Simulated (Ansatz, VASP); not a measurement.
# V2F3 in VASP and in Ansatz

INCAR

```
  PREC = Accurate
  ENCUT = 520
  EDIFF = 1E-6
  ISMEAR = -1
  SIGMA = 0.1
  LREAL = False
  LASPH = True
  NELM = 80
  ALGO = Normal
  ISIF = 2
  LWAVE = False
  LCHARG = False
  NBANDS = 58
```

Contents of KPOINTS:

```
regular mesh
0
Gamma
  5 5 5
```

The input POSCAR:

```
V2F3
1.0
    2.4112444400      4.1763952900      0.0000000000
   -2.4112444400      4.1763952900      0.0000000000
    0.0000000000     -2.7842631900      4.3868146200
F V
6 4
Direct
    0.5552000000      0.9448000000      0.7500000000
    0.2500000000      0.5552000000      0.7500000000
    0.9448000000      0.2500000000      0.7500000000
    0.4448000000      0.0552000000      0.2500000000
    0.7500000000      0.4448000000      0.2500000000
    0.0552000000      0.7500000000      0.2500000000
    0.3523000000      0.3523000000      0.0569000000
    0.1477000000      0.1477000000      0.4431000000
    0.6477000000      0.6477000000      0.9431000000
    0.8523000000      0.8523000000      0.5569000000
```

Input for Ansatz:

```yaml
crystal:
  lattice:
    - [2.41124444, 4.17639529, 0.0]
    - [-2.41124444, 4.17639529, 0.0]
    - [0.0, -2.78426319, 4.38681462]
  atoms:
    - { symbol: F, position: [0.5552, 0.9448, 0.75] }
    - { symbol: F, position: [0.25, 0.5552, 0.75] }
    - { symbol: F, position: [0.9448, 0.25, 0.75] }
    - { symbol: F, position: [0.4448, 0.0552, 0.25] }
    - { symbol: F, position: [0.75, 0.4448, 0.25] }
    - { symbol: F, position: [0.0552, 0.75, 0.25] }
    - { symbol: V, position: [0.3523, 0.3523, 0.0569] }
    - { symbol: V, position: [0.1477, 0.1477, 0.4431] }
    - { symbol: V, position: [0.6477, 0.6477, 0.9431] }
    - { symbol: V, position: [0.8523, 0.8523, 0.5569] }
  symmetry: { tolerance: 0.0003 }
kpoints:
  mp_grid: { grid: [5, 5, 5], shift: [0, 0, 0] }
magnetization:
  spin_polarized: false
scf:
  occupations: { method: fermi_dirac }
hamiltonian:
  pseudopotentials: { kind: paw }
  xc: lda
basis:
  ecutwfc: 420
output:
  forces: true
  stress: true
  eigenvalues: true
```

Alike in both runs: task single point; functional LDA; k mesh 5 × 5 × 5; no spin polarisation.

|  | VASP | Ansatz |
| --- | --- | --- |
| version | VASP 6.6.1 | Ansatz 0.2.0 |
| potentials or method | VASP PAW LDA potentials, release 64 (F, V_sv), cutoff 520 eV | PAW plane waves |
| occupations | fermi-dirac, width 0.1 eV | fermi-dirac |
| valence electrons in the cell | 94 | 94 |

Ansatz gave:

- gap on the k mesh at the Fermi level (eV): none
- rms of the force components (eV/Å): 0.860

Problem. Estimate VASP's values.

Solution. gap on the k mesh at the Fermi level (eV): none; rms of the force components (eV/Å): 0.866.

LDA's correlation is that of Perdew and Zunger in VASP and of Perdew and Wang (1992) in Ansatz. Atom by atom the forces differ by 0.011 eV/Å (rms over components). A gap of «none» marks a metal or a gap that the smearing closes. Ansatz's warnings: structure snapped to symmetry.
